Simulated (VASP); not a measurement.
# SiGe (P6_3mc) in VASP: further runs

The runs below take SiGe through single point, with LDA.

Everything below comes from runs of VASP 6.6.1. Logs are shortened: lines on timing, memory, paths and dates and some standing lists are left out, and cuts for length are marked.

## Step 1: The cell of the first run

Symmetry: P6_3mc, No. 186, hexagonal system. Conventional cell: a = 4.166 Å, b = 4.166 Å, c = 5.739 Å, α = 90.00°, β = 90.00°, γ = 120.00°. Within 2.8 Å of Si (site symmetry 3m) lie 4 Ge at 2.15 to 2.51 Å. Ge (site symmetry 3m) has 4 Si at 2.15 to 2.51 Å within 2.8 Å.

## Step 2: Single point, LDA (volume 21.559 Å^3 an atom, c/a of the conventional cell 1.3776)

The input, INCAR:

```
SYSTEM = SiGe
ALGO     = Normal         ! electronic algorithm
EDIFF    = 1E-6           ! SCF threshold, eV
ENCUT    = 520            ! plane-wave cutoff, eV
ISIF     = 2              ! what is computed and relaxed
ISMEAR   = 0              ! smearing method
LASPH    = .True.         ! aspherical terms in the spheres
LCHARG   = .True.         ! write CHGCAR
LELF     = .True.         ! ELF
LREAL    = .False.        ! projectors in reciprocal space
LVHAR    = .True.       
LWAVE    = .False.        ! write WAVECAR
NBANDS   = 26             ! bands
NELM     = 100            ! most SCF steps
PREC     = Accurate       ! precision mode
SIGMA    = 0.03           ! smearing width, eV
```

The input, KPOINTS:

```
k-points
0
Gamma
  12 12 6
  0 0 0
```

The input, POSCAR:

```
SiGe
1.0
    4.1656068550      0.0000000000      0.0000000000
   -2.0828034275      3.6075213586      0.0000000000
    0.0000000000      0.0000000000      5.7385400034
Si Ge
2 2
Direct
    0.6666666667      0.3333333333      0.8745031008
    0.3333333333      0.6666666667      0.3745031008
    0.6666666667      0.3333333333      0.5004958992
    0.3333333333      0.6666666667      0.0004958992
```

Potentials or basis: VASP PAW LDA potentials, release 64 (Si, Ge_d).

Command:

```console
> cat potpaw_LDA.64/Si/POTCAR potpaw_LDA.64/Ge_d/POTCAR > POTCAR
> mpirun -np 1 vasp_std > vasp.out
```

OUTCAR:

```text
SYSTEM = SiGe
   EDIFF = 1E-6
   ENCUT = 520
   ISIF = 2
   ISMEAR = 0
   LASPH = .True.
   LREAL = .False.
   NELM = 100
   PREC = Accurate

 ion  position               nearest neighbor table
   1  0.667  0.333  0.875-   3 2.15   4 2.51   4 2.51   4 2.51
   2  0.333  0.667  0.375-   4 2.15   3 2.51   3 2.51   3 2.51
   3  0.667  0.333  0.500-   1 2.15   2 2.51   2 2.51   2 2.51
   4  0.333  0.667  0.000-   2 2.15   1 2.51   1 2.51   1 2.51

  LATTYP: Found a hexagonal cell.
 ALAT       =     4.1656068550
 C/A-ratio  =     1.3776000000

  Lattice vectors:

 A1 = (   4.1656068550,   0.0000000000,   0.0000000000)
 A2 = (  -2.0828034275,   3.6075213586,   0.0000000000)
 A3 = (   0.0000000000,   0.0000000000,   5.7385400034)

Analysis of symmetry for initial positions (statically):
=====================================================================
 Subroutine PRICEL returns:
 Original cell was already a primitive cell.

 Routine SETGRP: Setting up the symmetry group for a
 hexagonal supercell.

 Subroutine GETGRP returns: Found 12 space group operations
 (whereof  6 operations were pure point group operations)
 out of a pool of 24 trial point group operations.

The static configuration has the point symmetry C_3v.
 The point group associated with its full space group is C_6v.

Analysis of symmetry for dynamics (positions and initial velocities):
=====================================================================
 Subroutine PRICEL returns:
 Original cell was already a primitive cell.

 Routine SETGRP: Setting up the symmetry group for a
 hexagonal supercell.

 Subroutine GETGRP returns: Found 12 space group operations
 (whereof  6 operations were pure point group operations)
 out of a pool of 24 trial point group operations.

The dynamic configuration has the point symmetry C_3v.
 The point group associated with its full space group is C_6v.

 Subroutine INISYM returns: Found 12 space group operations
 (whereof  6 operations are pure point group operations),
 and found     1 'primitive' translations

----------------------------------------------------------------------------------------

                                     Primitive cell

  volume of cell :      86.2360

  direct lattice vectors                    reciprocal lattice vectors
     4.165606855  0.000000000  0.000000000     0.240061061  0.138599318  0.000000000
    -2.082803428  3.607521359  0.000000000     0.000000000  0.277198636  0.000000000
     0.000000000  0.000000000  5.738540003     0.000000000  0.000000000  0.174260352

  length of vectors
     4.165606855  4.165606855  5.738540003     0.277198636  0.277198636  0.174260352

  position of ions in fractional coordinates (direct lattice)
     0.666666667  0.333333333  0.874503101
     0.333333333  0.666666667  0.374503101
     0.666666667  0.333333333  0.500495899
     0.333333333  0.666666667  0.000495899

  ion indices of the primitive-cell ions
   primitive index   ion index
                 1           1
                 2           2
                 3           3
                 4           4

----------------------------------------------------------------------------------------

 KPOINTS: k-points

Automatic generation of k-mesh.
 Grid dimensions read from file:
 generate k-points for:   12   12    6

 Generating k-lattice:

  Cartesian coordinates                     Fractional coordinates (reciprocal lattice)
     0.020005088  0.011549943  0.000000000     0.083333333  0.000000000  0.000000000
     0.000000000  0.023099886  0.000000000     0.000000000  0.083333333  0.000000000
     0.000000000  0.000000000  0.029043392     0.000000000  0.000000000  0.166666667

  Length of vectors
     0.023099886  0.023099886  0.029043392

  Shift w.r.t. Gamma in fractional coordinates (k-lattice)
     0.000000000  0.000000000  0.000000000

 Subroutine IBZKPT returns following result:
 ===========================================

 Found     76 irreducible k-points:

 Following reciprocal coordinates:
            Coordinates               Weight
  0.000000  0.000000  0.000000      1.000000
  0.083333 -0.000000  0.000000      6.000000
  0.166667  0.000000  0.000000      6.000000
  0.250000  0.000000  0.000000      6.000000
  0.333333 -0.000000  0.000000      6.000000
  0.416667  0.000000  0.000000      6.000000
[... 16 lines left out ...]
  0.250000  0.000000  0.166667     12.000000
  0.333333 -0.000000  0.166667     12.000000
 [... further k-points ...]
   k-points           NKPTS =     76   k-points in BZ     NKDIM =     76   number of bands    NBANDS=     26
   number of dos      NEDOS =    301   number of ions     NIONS =      4
   total plane-waves  NPLWV =  49152
   dimension x,y,z NGX =    32 NGY =   32 NGZ =   48
   dimension x,y,z NGXF=    64 NGYF=   64 NGZF=   96
   ions per type =               2   2
   NGX,Y,Z   is equivalent  to a cutoff of  12.77, 12.77, 13.91 a.u.
   NGXF,Y,Z  is equivalent  to a cutoff of  25.54, 25.54, 27.81 a.u.
 SYSTEM =  SiGe
   PREC   = accura    normal or accurate (medium, high low for compatibility)
   ISTART =      0    job   : 0-new  1-cont  2-samecut
   ICHARG =      2    charge: 1-file 2-atom 10-const
   ISPIN  =      1    spin polarized calculation?
   LNONCOLLINEAR =      F non collinear calculations
   LSORBIT =      F    spin-orbit coupling
   LASPH  =      T    aspherical Exc in radial PAW
   ENCUT  =  520.0 eV  38.22 Ry    6.18 a.u.   7.75  7.75 10.67*2*pi/ulx,y,z
   NELM   =    100;   NELMIN=  2; NELMDL= -5     # of ELM steps
   EDIFF  = 0.1E-05   stopping-criterion for ELM
   LREAL  =      F    real-space projection
   EDIFFG = 0.1E-04   stopping-criterion for IOM
   NSW    =      0    number of steps for IOM
   IBRION =     -1    ionic relax: 0-MD 1-quasi-New 2-CG
   NFREE  =      0    steps in history (QN), initial steepest desc. (CG)
   ISIF   =      2    stress and relaxation
   ISYM   =      2    0-nonsym 1-usesym 2-fastsym
   POTIM  = 0.5000    time-step for ionic-motion
   TEBEG  =    0.0;   TEEND  =   0.0 temperature during run
   PSTRESS=    0.0 pullay stress
   NELECT =      36.0000    total number of electrons
   NUPDOWN=      -1.0000    fix difference up-down
   EMIN   =  10.00;   EMAX   =-10.00  energy-range for DOS
   EFERMI =   0.00;   METHOD = LEGACY
   ISMEAR =     0;   SIGMA  =   0.03  broadening in eV -4-tet -1-fermi 0-gaus
   EFERMI_NEDOS =   21; number of points for ismear=-14 and -15
   IALGO  =     38    algorithm
   IMIX   =      4    mixing-type and parameters
     AMIX     =   0.40;   BMIX     =  1.00
     AMIX_MAG =   1.60;   BMIX_MAG =  1.00
  volume/ion in A,a.u.               =      21.56       145.49
  Fermi-wavevector in a.u.,A,eV,Ry     =   1.223525  2.312127 20.368099  1.497013
  Thomas-Fermi vector in A             =   2.358633
   LORBIT       =      0    0 simple, 1 ext, 2 COOP (PROOUT), +10 PAW based schemes
   GGA     = CA    functional components
   LHFCALC =     F    Hartree Fock is set to
   AEXX    =    0.0000 exact exchange contribution
   IVDW    =     0    specifies the selected vdW correction
   LEPSILON=     F    determine dielectric tensor
   LRPA    =     F    only Hartree local field effects (RPA)
 non-spin polarized calculation
 Gauss-broadening in eV      SIGMA  =   0.03
  energy-cutoff  :      520.00
  volume of cell :       86.24
 maximum number of plane-waves:      2356
 NGX is ok and might be reduce to    32
   NGX = 15   NGY = 15   NGZ = 21

 number of electron      35.9999997 magnetization

 Free energy of the ion-electron system (eV)
  ---------------------------------------------------
  ext. energy  EPLUGINS =         0.00000000
  ---------------------------------------------------
  free energy    TOTEN  =       -20.87224778 eV

  energy without entropy =      -20.87178999  energy(sigma->0) =      -20.87201888

 E-fermi :   5.0162     XC(G=0):  -9.9002

 val. band max:        4.9951623541   @ k =   0.0833  -0.0000   0.1667
 cond. band min:       5.0189199078   @ k =   0.5000   0.0000   0.1667
 fundamental gap:      0.0237575537
 Fermi energy:         5.0161587924

 k-point     1 :       0.0000    0.0000    0.0000
  band No.  band energies     occupation
      1     -19.4304      2.00000
      2     -19.4253      2.00000
      3     -19.3922      2.00000
      4     -19.3922      2.00000
      5     -19.3883      2.00000
      6     -19.3883      2.00000
[... 18 lines left out ...]
     25      10.6820      0.00000
     26      11.0261      0.00000

 k-point     2 :       0.0833   -0.0000    0.0000
  band No.  band energies     occupation
      1     -19.4302      2.00000
      2     -19.4252      2.00000
      3     -19.3922      2.00000
      4     -19.3920      2.00000
      5     -19.3883      2.00000
      6     -19.3881      2.00000
[... 18 lines left out ...]
     25      10.4652      0.00000
     26      10.9474      0.00000

 k-point     3 :       0.1667    0.0000    0.0000
  band No.  band energies     occupation
      1     -19.4298      2.00000
      2     -19.4251      2.00000
      3     -19.3921      2.00000
      4     -19.3915      2.00000
      5     -19.3884      2.00000
      6     -19.3875      2.00000
[... 18 lines left out ...]
     25      10.7333      0.00000
     26      10.8566      0.00000

 k-point     4 :       0.2500    0.0000    0.0000
  band No.  band energies     occupation
      1     -19.4291      2.00000
      2     -19.4250      2.00000
      3     -19.3919      2.00000
      4     -19.3909      2.00000
      5     -19.3887      2.00000
      6     -19.3867      2.00000
[... 18 lines left out ...]
     25      11.2269      0.00000
     26      11.4616      0.00000
[... 496 lines left out ...]
      1     -19.4294      2.00000
      2     -19.4254      2.00000
      3     -19.3920      2.00000
      4     -19.3914      2.00000
      5     -19.3888      2.00000
      6     -19.3878      2.00000
[... 18 lines left out ...]
     25      10.3473      0.00000
     26      11.1653      0.00000

 k-point    23 :       0.2500    0.0000    0.1667
  band No.  band energies     occupation
      1     -19.4288      2.00000
      2     -19.4252      2.00000
      3     -19.3918      2.00000
      4     -19.3907      2.00000
      5     -19.3889      2.00000
      6     -19.3870      2.00000
[... 18 lines left out ...]
     25      11.2160      0.00000
     26      11.2797      0.00000

 k-point    24 :       0.3333   -0.0000    0.1667
  band No.  band energies     occupation
      1     -19.4282      2.00000
      2     -19.4251      2.00000
      3     -19.3914      2.00000
      4     -19.3901      2.00000
      5     -19.3892      2.00000
      6     -19.3862      2.00000
[... 18 lines left out ...]
     25      11.9042      0.00000
     26      12.0972      0.00000

 [... further k-points ...]
[... 5 lines left out ...]
  --------------------------------------------------------------------------------------
  -------------------------------------------------------------------------------------
  Total       -6.5511986     -6.5511986     16.5443218      0.0000000      0.0000000      0.0000000
  in kB     -121.7146185   -121.7146185    307.3767024      0.0000000      0.0000000      0.0000000
  external PRESSURE =      21.3158218 kB  Pullay stress =       0.0000000 kB

 VOLUME and BASIS-vectors are now :
 -----------------------------------------------------------------------------
  energy-cutoff  :      520.00
  volume of cell :       86.24
      direct lattice vectors                 reciprocal lattice vectors
     4.165606855  0.000000000  0.000000000     0.240061061  0.138599318  0.000000000
    -2.082803428  3.607521359  0.000000000     0.000000000  0.277198636  0.000000000
     0.000000000  0.000000000  5.738540003     0.000000000  0.000000000  0.174260352

 POSITION                                       TOTAL-FORCE (eV/Angst)
 -----------------------------------------------------------------------------------
      2.08280      1.20251      5.01837         0.000000      0.000000      2.939361
     -0.00000      2.40501      2.14910        -0.000000      0.000000      2.939361
      2.08280      1.20251      2.87212         0.000000      0.000000     -2.939361
     -0.00000      2.40501      0.00285        -0.000000     -0.000000     -2.939361
 -----------------------------------------------------------------------------------
    total drift:                                0.000000      0.000000     -0.001578

  FREE ENERGIE OF THE ION-ELECTRON SYSTEM (eV)
  ---------------------------------------------------
  free  energy   TOTEN  =       -20.8722477761 eV

  energy  without entropy=      -20.8717899869  energy(sigma->0) =      -20.87201888
```

Run time: 97 s. Hardware: 1 thread of Intel Xeon Platinum 8488C (Sapphire Rapids), shared host; peak memory 0.27 GiB.

Results:

```
Free energy            : -20.8722 eV
Pressure               : 2.1 GPa
Largest force          : 2.939 eV/Å
Band gap on the k mesh : zero (band 18 reaches 5.54 eV, above the bottom of band 19 at 4.64 eV)
```

Forces on the atoms (eV/Å):
```
Si   0.000  0.000  2.939
Si   0.000  0.000  2.939
Ge   0.000  0.000 -2.939
Ge   0.000  0.000 -2.939
```

Stress tensor (GPa, compression positive):
```
-12.17   0.00   0.00
  0.00 -12.17   0.00
  0.00   0.00  30.74
```

Levels at points of the mesh, in eV from the Fermi level:
```
           k point  band 14  band 15  band 16  band 17  band 18  band 19  band 20  band 21  band 22  band 23
(0.00, 0.00, 0.00)    -2.19    -2.19    -1.08    -0.25     0.52     0.52     1.31     1.33     1.33     4.79
(0.50, 0.00, 0.00)    -5.20    -4.65    -3.46    -2.98    -0.67    -0.14     2.58     2.85     3.69     7.24
(0.00, 0.00, 0.50)    -3.83    -1.28    -1.28    -1.28    -1.28     0.50     0.50     2.88     2.88     2.88
(0.50, 0.00, 0.50)    -7.16    -2.48    -2.48    -1.65    -1.65     0.86     0.86     3.11     3.11     6.21
```

Caveat: forces of over 1 eV/Å act on the atoms, so gaps and moduli don't describe the material at rest.

(Continued in part 2 of 4.)
